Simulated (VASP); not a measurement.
Set up this calculation in VASP 6.6.1, as the native input.

```yaml
Task: single point
Functional: r2SCAN
Potentials_or_basis: VASP PAW PBE potentials, release 64 (Zn, O)
Cutoff: 520 eV
k_mesh: 8 × 8 × 4
Occupations: gaussian, width 0.01 eV
Spin: no spin polarisation
Dipole_correction: no
Further_INCAR_settings: ALGO = Normal; EDIFF = 1e-07; NBANDS = 26
```

Crystal: ZnO.

```
CELL_PARAMETERS angstrom
3.23520 0.00000 0.00000
-1.61760 2.80176 0.00000
0.00000 0.00000 5.21142
ATOMIC_POSITIONS crystal
Zn 0.33333 0.66667 0.49969
Zn 0.66667 0.33333 0.99969
O 0.66667 0.33333 0.37932
O 0.33333 0.66667 0.87932
```

One way to write it, as run:

POSCAR

```
ZnO
1.0
    3.2351975635      0.0000000000      0.0000000000
   -1.6175987818      2.8017632763      0.0000000000
    0.0000000000      0.0000000000      5.2114228349
Zn O
2 2
Direct
    0.3333333333      0.6666666667      0.4996923815
    0.6666666667      0.3333333333     -0.0003076185
    0.6666666667      0.3333333333      0.3793176185
    0.3333333333      0.6666666667      0.8793176185
```

INCAR.step1

```
PREC = Accurate ; ENCUT = 520
ISMEAR = 0 ; SIGMA = 0.01
LREAL = False ; LASPH = True
NELM = 100 ; NBANDS = 26
GGA = PE ; ALGO = Normal
EDIFF = 1E-4 ; LWAVE = True
LCHARG = False
```

INCAR.step2

```
PREC = Accurate ; ENCUT = 520
EDIFF = 1E-7 ; ISMEAR = 0
SIGMA = 0.01 ; LREAL = False
LASPH = True ; NELM = 100
ALGO = Normal ; ISIF = 2
LWAVE = False ; LCHARG = True
METAGGA = R2SCAN ; LMIXTAU = True
LELF = True ; LVHAR = True
NBANDS = 26 ; ISTART = 1
```

KPOINTS

```
Automatic mesh
0
Gamma
  8 8 4
```

Potentials or basis: VASP PAW PBE potentials, release 64 (Zn, O).

Launch:

```sh
$ cat potpaw_PBE.64/Zn/POTCAR potpaw_PBE.64/O/POTCAR > POTCAR
$ cp INCAR.step1 INCAR
$ mpirun -np 1 vasp_std > vasp.out
$ cp INCAR.step2 INCAR
$ mpirun -np 1 vasp_std > vasp.out
```

It gave:

The pressure is 1.0 GPa and the largest force is 0.010 eV/Å. The band gap on the k mesh is 1.23 eV.

Caveat: the PAW data sets were made with another functional, which shifts forces and pressure a little.

It took 100 s on 1 thread of AMD EPYC 7R13 Processor (Zen 3), with other jobs on the host, peak memory 0.15 GiB.
